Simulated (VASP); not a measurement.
# GaAs (F-43m) in VASP: notebook

Runs on GaAs. Level: PBEsol. Tasks: single point, relaxation of cell and atoms.

All numbers are computed with VASP 6.6.1; they aren't measurements. Logs are shortened: lines on timing, memory, paths and dates and some standing lists are left out, and cuts for length are marked.

**What was measured.**

From “Evidence of valence band perturbations in GaAsN/GaAs(001): A combined variable-angle spectroscopic ellipsometry and modulated photoreflectance investigation”, 2008, arxiv:0805.2212, for a bulk crystal of GaAs at 300 K: band gap 1.418 ± 0.005 eV (direct).

The results are compared with them further down.

**1. The cell of the first run**

It takes space group F-43m (No. 216, cubic). Conventional cell: a = 5.657 Å, b = 5.657 Å, c = 5.657 Å, α = 90.00°, β = 90.00°, γ = 90.00°. Ga (site symmetry -43m) has 4 As at 2.45 Å within 3.2 Å. Within 3.2 Å of As (site symmetry -43m) lie 4 Ga at 2.45 Å.

**2. Single point, PBEsol**

Contents of INCAR:

```
SYSTEM = GaAs
PREC = Accurate
ENCUT = 520
EDIFF = 1E-6
ISMEAR = 0
SIGMA = 0.01
LREAL = .FALSE.
LASPH = .TRUE.
NELM = 80
ALGO = Normal
ISIF = 2
LWAVE = .FALSE.
LCHARG = .FALSE.
GGA = PS
NBANDS = 16
```

Contents of KPOINTS:

```
regular mesh
0
G
  6 6 6
  0 0 0
```

Contents of POSCAR:

```
GaAs
1.0
    0.0000000000      2.8287363105      2.8287363105
    2.8287363105      0.0000000000      2.8287363105
    2.8287363105      2.8287363105      0.0000000000
Ga As
1 1
Direct
    0.0000000000      0.0000000000      0.0000000000
    0.2500000000      0.2500000000      0.2500000000
```

Potentials or basis: VASP PAW PBE potentials, release 64 (Ga_d, As).

Command:

```console
$ cat potpaw_PBE.64/Ga_d/POTCAR potpaw_PBE.64/As/POTCAR > POTCAR
$ mpirun -np 1 vasp_std > vasp.out
```

OUTCAR:

```text
SYSTEM = GaAs
   PREC = Accurate
   ENCUT = 520
   EDIFF = 1E-6
   ISMEAR = 0
   LREAL = .FALSE.
   LASPH = .TRUE.
   NELM = 80
   ISIF = 2
   GGA = PS

 ion  position               nearest neighbor table
   1  0.000  0.000  0.000-   2 2.45   2 2.45   2 2.45   2 2.45
   2  0.250  0.250  0.250-   1 2.45   1 2.45   1 2.45   1 2.45

  LATTYP: Found a face centered cubic cell.
 ALAT       =     5.6574726210

  Lattice vectors:

 A1 = (   0.0000000000,   2.8287363105,   2.8287363105)
 A2 = (   2.8287363105,   0.0000000000,   2.8287363105)
 A3 = (   2.8287363105,   2.8287363105,   0.0000000000)

Analysis of symmetry for initial positions (statically):
=====================================================================
 Subroutine PRICEL returns:
 Original cell was already a primitive cell.

 Routine SETGRP: Setting up the symmetry group for a
 face centered cubic supercell.

 Subroutine GETGRP returns: Found 24 space group operations
 (whereof 24 operations were pure point group operations)
 out of a pool of 48 trial point group operations.

The static configuration has the point symmetry T_d .

Analysis of symmetry for dynamics (positions and initial velocities):
=====================================================================
 Subroutine PRICEL returns:
 Original cell was already a primitive cell.

 Routine SETGRP: Setting up the symmetry group for a
 face centered cubic supercell.

 Subroutine GETGRP returns: Found 24 space group operations
 (whereof 24 operations were pure point group operations)
 out of a pool of 48 trial point group operations.

The dynamic configuration has the point symmetry T_d .

 Subroutine INISYM returns: Found 24 space group operations
 (whereof 24 operations are pure point group operations),
 and found     1 'primitive' translations

----------------------------------------------------------------------------------------

                                     Primitive cell

  volume of cell :      45.2697

  direct lattice vectors                    reciprocal lattice vectors
     0.000000000  2.828736311  2.828736311    -0.176757373  0.176757373  0.176757373
     2.828736311  0.000000000  2.828736311     0.176757373 -0.176757373  0.176757373
     2.828736311  2.828736311  0.000000000     0.176757373  0.176757373 -0.176757373

  length of vectors
     4.000437255  4.000437255  4.000437255     0.306152751  0.306152751  0.306152751

  position of ions in fractional coordinates (direct lattice)
     0.000000000  0.000000000  0.000000000
     0.250000000  0.250000000  0.250000000

  ion indices of the primitive-cell ions
   primitive index   ion index
                 1           1
                 2           2

----------------------------------------------------------------------------------------

 KPOINTS: regular mesh

Automatic generation of k-mesh.
 Grid dimensions read from file:
 generate k-points for:    6    6    6

 Generating k-lattice:

  Cartesian coordinates                     Fractional coordinates (reciprocal lattice)
    -0.029459562  0.029459562  0.029459562     0.166666667  0.000000000  0.000000000
     0.029459562 -0.029459562  0.029459562     0.000000000  0.166666667  0.000000000
     0.029459562  0.029459562 -0.029459562     0.000000000  0.000000000  0.166666667

  Length of vectors
     0.051025459  0.051025459  0.051025459

  Shift w.r.t. Gamma in fractional coordinates (k-lattice)
     0.000000000  0.000000000  0.000000000

 Subroutine IBZKPT returns following result:
 ===========================================

 Found     16 irreducible k-points:

 Following reciprocal coordinates:
            Coordinates               Weight
  0.000000  0.000000  0.000000      1.000000
  0.166667  0.000000  0.000000      8.000000
  0.333333  0.000000  0.000000      8.000000
  0.500000  0.000000  0.000000      4.000000
  0.166667  0.166667  0.000000      6.000000
  0.333333  0.166667  0.000000     24.000000
[... 8 lines left out ...]
 -0.333333  0.333333  0.166667     24.000000
 -0.333333  0.500000  0.166667     12.000000
   k-points           NKPTS =     16   k-points in BZ     NKDIM =     16   number of bands    NBANDS=     16
   number of dos      NEDOS =    301   number of ions     NIONS =      2
   total plane-waves  NPLWV =  27000
   dimension x,y,z NGX =    30 NGY =   30 NGZ =   30
   dimension x,y,z NGXF=    60 NGYF=   60 NGZF=   60
   ions per type =               1   1
   NGX,Y,Z   is equivalent  to a cutoff of  12.47, 12.47, 12.47 a.u.
   NGXF,Y,Z  is equivalent  to a cutoff of  24.93, 24.93, 24.93 a.u.
 SYSTEM =  GaAs
   PREC   = accura    normal or accurate (medium, high low for compatibility)
   ISTART =      0    job   : 0-new  1-cont  2-samecut
   ICHARG =      2    charge: 1-file 2-atom 10-const
   ISPIN  =      1    spin polarized calculation?
   LNONCOLLINEAR =      F non collinear calculations
   LSORBIT =      F    spin-orbit coupling
   LASPH  =      T    aspherical Exc in radial PAW
   ENCUT  =  520.0 eV  38.22 Ry    6.18 a.u.   7.44  7.44  7.44*2*pi/ulx,y,z
   NELM   =     80;   NELMIN=  2; NELMDL= -5     # of ELM steps
   EDIFF  = 0.1E-05   stopping-criterion for ELM
   LREAL  =      F    real-space projection
   EDIFFG = 0.1E-04   stopping-criterion for IOM
   NSW    =      0    number of steps for IOM
   IBRION =     -1    ionic relax: 0-MD 1-quasi-New 2-CG
   NFREE  =      0    steps in history (QN), initial steepest desc. (CG)
   ISIF   =      2    stress and relaxation
   ISYM   =      2    0-nonsym 1-usesym 2-fastsym
   POTIM  = 0.5000    time-step for ionic-motion
   TEBEG  =    0.0;   TEEND  =   0.0 temperature during run
   PSTRESS=    0.0 pullay stress
   NELECT =      18.0000    total number of electrons
   NUPDOWN=      -1.0000    fix difference up-down
   EMIN   =  10.00;   EMAX   =-10.00  energy-range for DOS
   EFERMI =   0.00;   METHOD = LEGACY
   ISMEAR =     0;   SIGMA  =   0.01  broadening in eV -4-tet -1-fermi 0-gaus
   EFERMI_NEDOS =   21; number of points for ismear=-14 and -15
   IALGO  =     38    algorithm
   IMIX   =      4    mixing-type and parameters
     AMIX     =   0.40;   BMIX     =  1.00
     AMIX_MAG =   1.60;   BMIX_MAG =  1.00
  volume/ion in A,a.u.               =      22.63       152.75
  Fermi-wavevector in a.u.,A,eV,Ry     =   1.203825  2.274899 19.717476  1.449194
  Thomas-Fermi vector in A             =   2.339567
   LORBIT       =      0    0 simple, 1 ext, 2 COOP (PROOUT), +10 PAW based schemes
   GGA     = PS    functional components
   LHFCALC =     F    Hartree Fock is set to
   AEXX    =    0.0000 exact exchange contribution
   IVDW    =     0    specifies the selected vdW correction
   LEPSILON=     F    determine dielectric tensor
   LRPA    =     F    only Hartree local field effects (RPA)
 non-spin polarized calculation
 Gauss-broadening in eV      SIGMA  =   0.01
  energy-cutoff  :      520.00
  volume of cell :       45.27
 maximum number of plane-waves:      1243
 NGX is ok and might be reduce to    30
   NGX = 15   NGY = 15   NGZ = 15

 number of electron      17.9999993 magnetization

 Free energy of the ion-electron system (eV)
  ---------------------------------------------------
  ext. energy  EPLUGINS =         0.00000000
  ---------------------------------------------------
  free energy    TOTEN  =        -9.06608619 eV

  energy without entropy =       -9.06608619  energy(sigma->0) =       -9.06608619

 E-fermi :   3.8610     XC(G=0):  -9.7599

 val. band max:        3.7952342756   @ k =   0.0000   0.0000   0.0000
 cond. band min:       4.2328948646   @ k =   0.0000   0.0000   0.0000
 fundamental gap:      0.4376605889
 Fermi energy:         3.8609771389

 k-point     1 :       0.0000    0.0000    0.0000
  band No.  band energies     occupation
      1     -10.9885      2.00000
      2     -10.9885      2.00000
      3     -10.9885      2.00000
      4     -10.9093      2.00000
      5     -10.9093      2.00000
      6      -8.9436      2.00000
[... 8 lines left out ...]
     15      13.8936      0.00000
     16      13.8936      0.00000

 k-point     2 :       0.1667    0.0000    0.0000
  band No.  band energies     occupation
      1     -11.0113      2.00000
      2     -10.9826      2.00000
      3     -10.9826      2.00000
      4     -10.9095      2.00000
      5     -10.9095      2.00000
      6      -8.6222      2.00000
[... 8 lines left out ...]
     15      12.7717      0.00000
     16      12.7717      0.00000

 k-point     3 :       0.3333    0.0000    0.0000
  band No.  band energies     occupation
      1     -11.0511      2.00000
      2     -10.9727      2.00000
      3     -10.9727      2.00000
      4     -10.9077      2.00000
      5     -10.9077      2.00000
      6      -7.7916      2.00000
[... 8 lines left out ...]
     15      13.3939      0.00000
     16      13.3939      0.00000

 k-point     4 :       0.5000    0.0000    0.0000
  band No.  band energies     occupation
      1     -11.0689      2.00000
      2     -10.9691      2.00000
      3     -10.9691      2.00000
      4     -10.9054      2.00000
      5     -10.9054      2.00000
      6      -7.1701      2.00000
[... 8 lines left out ...]
     15      15.5944      0.00000
     16      15.5944      0.00000
[... 172 lines left out ...]
 k-point    14 :       0.5000    0.3333    0.1667
  band No.  band energies     occupation
      1     -11.0746      2.00000
      2     -10.9614      2.00000
      3     -10.9545      2.00000
      4     -10.9198      2.00000
      5     -10.9033      2.00000
      6      -7.1264      2.00000
[... 8 lines left out ...]
     15      14.8209      0.00000
     16      16.8070      0.00000

 k-point    15 :      -0.3333    0.3333    0.1667
  band No.  band energies     occupation
      1     -11.0821      2.00000
      2     -10.9609      2.00000
      3     -10.9496      2.00000
      4     -10.9174      2.00000
      5     -10.9057      2.00000
      6      -6.6178      2.00000
[... 8 lines left out ...]
     15      15.8653      0.00000
     16      16.4632      0.00000

 k-point    16 :      -0.3333    0.5000    0.1667
  band No.  band energies     occupation
      1     -11.0911      2.00000
      2     -10.9528      2.00000
      3     -10.9434      2.00000
      4     -10.9244      2.00000
      5     -10.9022      2.00000
      6      -6.3836      2.00000
[... 8 lines left out ...]
     15      15.9516      0.00000
     16      17.0231      0.00000

------------------------ aborting loop because EDIFF is reached ----------------------------------------

  FORCE on cell =-STRESS in cart. coord.  units (eV):
  Direction    XX          YY          ZZ          XY          YZ          ZX
  --------------------------------------------------------------------------------------
  -------------------------------------------------------------------------------------
  Total        0.0542400      0.0542400      0.0542400      0.0000000     -0.0000000      0.0000000
  in kB        1.9196552      1.9196552      1.9196552      0.0000000     -0.0000000      0.0000000
  external PRESSURE =       1.9196552 kB  Pullay stress =       0.0000000 kB

 VOLUME and BASIS-vectors are now :
 -----------------------------------------------------------------------------
  energy-cutoff  :      520.00
  volume of cell :       45.27
      direct lattice vectors                 reciprocal lattice vectors
     0.000000000  2.828736311  2.828736311    -0.176757373  0.176757373  0.176757373
     2.828736311  0.000000000  2.828736311     0.176757373 -0.176757373  0.176757373
     2.828736311  2.828736311  0.000000000     0.176757373  0.176757373 -0.176757373

 POSITION                                       TOTAL-FORCE (eV/Angst)
 -----------------------------------------------------------------------------------
      0.00000      0.00000      0.00000         0.000000      0.000000      0.000000
      1.41437      1.41437      1.41437        -0.000000     -0.000000     -0.000000
 -----------------------------------------------------------------------------------
    total drift:                                0.000000      0.000000      0.000000

  FREE ENERGIE OF THE ION-ELECTRON SYSTEM (eV)
  ---------------------------------------------------
  free  energy   TOTEN  =        -9.0660861903 eV

  energy  without entropy=       -9.0660861903  energy(sigma->0) =       -9.06608619
```

It took 9.2 s on 1 thread of Intel Xeon Platinum 8488C (Sapphire Rapids), shared host; peak memory 0.17 GiB.

Results:

| Quantity | Value |
| --- | --- |
| Free energy | -9.0661 eV |
| Pressure | 0.2 GPa |
| Band gap on the k mesh | 0.44 eV, direct |

Levels at points of the mesh, in eV from the valence-band top:
```csv
k point,band 5,band 6,band 7,band 8,band 9,band 10,band 11,band 12,band 13,band 14
"(0.00, 0.00, 0.00)",-14.70,-12.74,0.00,0.00,0.00,0.44,3.68,3.68,3.68,7.38
"(0.50, 0.00, 0.00)",-14.70,-10.97,-6.68,-1.15,-1.15,0.92,4.58,4.58,7.57,10.26
"(0.50, 0.50, 0.00)",-14.69,-10.22,-6.85,-2.69,-2.69,1.35,1.57,10.11,10.11,10.86
```

Caveat: the PAW data sets were made with another functional, which shifts forces and pressure a little.

**3. Relaxation of cell and atoms, PBEsol**

Contents of INCAR:

```
SYSTEM = GaAs
ALGO = Normal ; EDIFF = 1E-6
EDIFFG = -0.005 ; ENCUT = 600
GGA = PS ; IBRION = 2
ISIF = 3 ; ISMEAR = 0
LASPH = .True. ; LCHARG = .False.
LREAL = .False. ; LWAVE = .False.
NELM = 100 ; NSW = 80
PREC = Accurate ; SIGMA = 0.01
```

Contents of KPOINTS:

```
k-points
0
Gamma
  6 6 6
  0 0 0
```

Contents of POSCAR:

```
GaAs
1.0
    0.0000000000      2.8268500000      2.8268500000
    2.8268500000      0.0000000000      2.8268500000
    2.8268500000      2.8268500000      0.0000000000
Ga As
1 1
Direct
    0.0000000000      0.0000000000      0.0000000000
    0.2500000000      0.2500000000      0.2500000000
```

Potentials or basis: VASP PAW PBE potentials, release 64 (Ga_d, As).

Command:

```console
$ cat potpaw_PBE.64/Ga_d/POTCAR potpaw_PBE.64/As/POTCAR > POTCAR
$ mpirun -np 1 vasp_std > vasp.out
```

It took 14 s on 1 thread of Intel Xeon Platinum 8488C (Sapphire Rapids), shared host; peak memory 0.18 GiB.

It converged, with:

- Free energy: -9.0660 eV
- Relaxed volume: 22.69 Å³/atom
- Relaxed cell: a = 4.004 Å, b = 4.004 Å, c = 4.004 Å, α = 60.00°, β = 60.00°, γ = 60.00°
- Space group after relaxing (to 0.05 Å): F-43m (No. 216)
- Energy gained by relaxing: 0.1 meV/atom
- Ionic steps: 3
- Pressure after relaxing: 0.0 GPa
- Band gap on the k mesh: 0.42 eV, direct

Step by step:
```
step  energy change (eV)  largest force (eV/Å)  pressure (GPa)  volume (Å³)
   1              0.0000                0.0000            0.30        45.18
   2             -0.0002                0.0000           -0.17        45.46
   3             -0.0002                0.0000            0.01        45.38
```

Final structure:
```yaml
crystal:
  lattice:
    - [0.00000, 2.83102, 2.83102]
    - [2.83102, 0.00000, 2.83102]
    - [2.83102, 2.83102, 0.00000]
  atoms:
    - { symbol: Ga, position: [0.00000, 0.00000, 0.00000] }
    - { symbol: As, position: [0.25000, 0.25000, 0.25000] }
```

Levels at points of the mesh, in eV from the valence-band top:
```tsv
k point	band 5	band 6	band 7	band 8	band 9	band 10	band 11	band 12	band 13
(0.00, 0.00, 0.00)	-14.70	-12.72	0.00	0.00	0.00	0.42	3.68	3.68	3.68
(0.50, 0.00, 0.00)	-14.70	-10.96	-6.66	-1.14	-1.14	0.91	4.58	4.58	7.57
(0.50, 0.50, 0.00)	-14.69	-10.22	-6.84	-2.69	-2.69	1.35	1.57	10.09	10.09
```

Caveat: the PAW data sets were made with another functional, which shifts forces and pressure a little. A k mesh can miss the band edges.

**4. Against experiment**

Step 2. Against the measured gap of GaAs, 1.418 eV (direct; 300 K; “Evidence of valence band perturbations in GaAsN/GaAs(001): A combined variable-angle spectroscopic ellipsometry and modulated photoreflectance investigation”, 2008, arxiv:0805.2212), the calculated 0.44 eV is off by -0.98 eV. 3 values of this kind are on record (1.412 to 1.51 eV); this one was drawn at random among those near their median, those with a stated uncertainty first. Spin-orbit coupling on As, Ga is left out. The value is that of PBEsol on a finite k mesh, which can miss the band edges, without temperature or zero-point motion. Semilocal functionals fall short of measured gaps as a rule.
